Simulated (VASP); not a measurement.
Cs: relaxation of cell and atoms with PBE

The system is Cs.

```
CELL_PARAMETERS angstrom
5.47611 0.00000 0.00000
-2.73805 4.74245 0.00000
0.00000 0.00000 40.53385
ATOMIC_POSITIONS crystal
Cs 0.00000 0.00000 0.00000
Cs 0.33333 0.66667 0.11111
Cs 0.00000 0.00000 0.22222
Cs 0.33333 0.66667 0.33333
Cs 0.66667 0.33333 0.44444
Cs 0.33333 0.66667 0.55556
Cs 0.66667 0.33333 0.66667
Cs 0.00000 0.00000 0.77778
Cs 0.66667 0.33333 0.88889
```

```json
{
 "Program": "VASP 6.6.1",
 "Task": "relaxation of cell and atoms",
 "Functional": "PBE",
 "Potentials or basis": "VASP PAW PBE potentials, release 64 (Cs_sv)",
 "Cutoff": "500 eV",
 "k mesh": "9 × 9 × 2",
 "Occupations": "gaussian, width 0.1 eV",
 "Spin": "no spin polarisation",
 "Dipole correction": "no",
 "Further INCAR settings": "ALGO = Normal; EDIFF = 1e-07; IBRION = 2; EDIFFG = -0.01; NSW = 65; ISIF = 3"
}
```

- Pressure after relaxing: 0.0 GPa
- Band gap on the k mesh: zero (an odd number of electrons rules out a gap without spin polarisation)

Final structure:
```
Cs
1.0
     5.47611    0.00000    0.00000
    -2.73805    4.74245    0.00000
     0.00000    0.00000   40.53385
Cs
9
Direct
  0.00000 0.00000 0.00000
  0.33333 0.66667 0.11111
  0.00000 0.00000 0.22222
  0.33333 0.66667 0.33333
  0.66667 0.33333 0.44444
  0.33333 0.66667 0.55556
  0.66667 0.33333 0.66667
  0.00000 0.00000 0.77778
  0.66667 0.33333 0.88889
```

Levels at points of the mesh, in eV from the Fermi level:
```csv
k point,band 37,band 38,band 39,band 40,band 41,band 42,band 43,band 44,band 45,band 46
"(0.00, 0.00, 0.00)",-1.68,-1.55,-1.55,-1.20,-1.20,-0.68,-0.68,-0.17,-0.17,0.81
"(0.00, 0.00, 0.50)",-1.64,-1.64,-1.40,-1.40,-0.95,-0.95,-0.41,-0.41,-0.05,0.71
```

It took 4.4 min on 4 MPI ranks on Intel(R) Xeon(R) 6975P-C (Granite Rapids), on a shared host, peak memory 1.4 GiB a rank.

Caveat: spin-orbit coupling is left out, which moves the levels of the heavy elements.
